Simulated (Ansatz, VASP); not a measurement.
One calculation of HfO2, two programs

Contents of POSCAR:

```
HfO2
1.0
    3.5768243321      0.0000000000      0.0000000000
    0.0000000000      3.5768243321      0.0000000000
    0.0000000000      0.0000000000      5.2026739521
Hf O
2 4
Direct
    0.5000000000      0.5000000000      0.5000000000
    0.0000000000      0.0000000000      0.0000000000
    0.0000000000      0.5000000000      0.6961635346
    0.5000000000      0.0000000000      0.8038364654
    0.5000000000      0.0000000000      0.3038364654
    0.0000000000      0.5000000000      0.1961635346
```

File INCAR.step1:

```
PREC = Accurate ; ENCUT = 520
ISMEAR = 0 ; SIGMA = 0.05
LREAL = False ; LASPH = True
NELM = 100 ; NBANDS = 31
GGA = PE ; ALGO = Normal
EDIFF = 1E-4 ; LWAVE = True
LCHARG = False
```

INCAR.step2

```
PREC = Accurate ; ENCUT = 520
EDIFF = 1E-6 ; ISMEAR = 0
SIGMA = 0.05 ; LREAL = False
LASPH = True ; NELM = 100
ALGO = Normal ; ISIF = 2
LWAVE = False ; LCHARG = False
METAGGA = R2SCAN ; LMIXTAU = True
NBANDS = 31 ; ISTART = 1
```

Contents of KPOINTS:

```
regular mesh
0
Gamma
  6 6 6
```

Input for Ansatz:

```yaml
crystal:
  lattice:
    - [3.5768243321, 0.0, 0.0]
    - [0.0, 3.5768243321, 0.0]
    - [0.0, 0.0, 5.2026739521]
  atoms:
    - { symbol: Hf, position: [0.5, 0.5, 0.5] }
    - { symbol: Hf, position: [0.0, 0.0, 0.0] }
    - { symbol: O, position: [0.0, 0.5, 0.6961635346] }
    - { symbol: O, position: [0.5, 0.0, 0.8038364654] }
    - { symbol: O, position: [0.5, 0.0, 0.3038364654] }
    - { symbol: O, position: [0.0, 0.5, 0.1961635346] }
basis:
  ecutwfc: 500
kpoints:
  mp_grid: { grid: [6, 6, 6] }
hamiltonian:
  xc: r2scan
scf:
  occupations: { method: gaussian, width: 0.05 }
output:
  forces: true
  stress: true
  eigenvalues: true
```

Alike in both runs: task single point; functional r2SCAN; k mesh 6 × 6 × 6; occupations gaussian, width 0.05 eV; no spin polarisation.

```csv
,VASP,Ansatz
version,VASP 6.6.1,Ansatz 0.2.0
potentials or method,"VASP PAW PBE potentials, release 64 (Hf_pv, O), cutoff 520 eV","scalar-relativistic, plane waves, PAW"
valence electrons in the cell,44,76
```

|  | VASP | Ansatz | Ansatz less VASP |
| --- | --- | --- | --- |
| gap on the k mesh at the Fermi level (eV) | 5.24 | 5.26 | +0.022 |
| least direct gap on the mesh (eV) | 5.32 | 5.33 | +0.015 |
| pressure (GPa) | -3.6 | 0.0 | +3.57 |
| traceless stress, the component that is largest in VASP (GPa) | 0.16 | 0.00 | -0.164 |
| rms of the force components (eV/Å) | 0.032 | 0.000 | -0.0318 |

VASP's potentials were made for PBE, not for r2SCAN. Atom by atom the forces differ by 0.032 eV/Å (rms over components). The functional is the same, so the differences come from potentials, cutoffs and numerics. VASP's potentials hold 44 valence electrons a cell and Ansatz's 76, so a difference there can come from the potentials and not from the codes.

Spin-orbit coupling is off throughout.
